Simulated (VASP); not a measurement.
Here is a VASP 6.6.1 calculation.

File INCAR:

```
SYSTEM = Re2B3
PREC = Accurate ; ENCUT = 560
EDIFF = 1E-6 ; ISMEAR = 0
SIGMA = 0.1 ; LREAL = .FALSE.
LASPH = .TRUE. ; NELM = 120
ALGO = Normal ; ISIF = 2
LWAVE = .FALSE. ; LCHARG = .FALSE.
GGA = PE ; NBANDS = 28
GGA_COMPAT = .FALSE.
```

The input KPOINTS:

```
Automatic mesh
0
G
  12 12 12
  0 0 0
```

File POSCAR:

```
Re2B3
1.0
    1.5194075123      0.8772303362      5.9369370958
   -1.5194075123      0.8772303362      5.9369370958
    0.0000000000     -1.7544606725      5.9369370958
Re B
2 3
Direct
    0.4117960176      0.4117960176      0.4117960176
    0.5882039824      0.5882039824      0.5882039824
    0.0000000000      0.0000000000      0.0000000000
    0.1606204291      0.1606204291      0.1606204291
    0.8393795709      0.8393795709      0.8393795709
```

Potentials or basis: VASP PAW PBE potentials, release 64 (Re_sv_GW, B).

Run with:

```sh
$ cat potpaw_PBE.64/Re_sv_GW/POTCAR potpaw_PBE.64/B/POTCAR > POTCAR
$ mpirun -np 1 vasp_std > vasp.out
```

**Question.** Predict the pressure.

**Answer.** -0.7 GPa.

**Question.** Estimate the band gap on the k mesh.

**Answer.** Zero (an odd number of electrons rules out a gap without spin polarisation).

**Question.** What does it give for the largest force?

**Answer.** 0.010 eV/Å.

Forces in eV/Å, atoms in the order of the input:
```
Re   0.000  0.000 -0.006
Re   0.000  0.000  0.006
B    0.000  0.000  0.000
B    0.000  0.000  0.010
B    0.000  0.000 -0.010
```

Caveat: spin-orbit coupling is left out, which moves the levels of the heavy elements; an odd number of electrons without spin polarisation forces a metal; a magnetic or distorted state may lie lower.
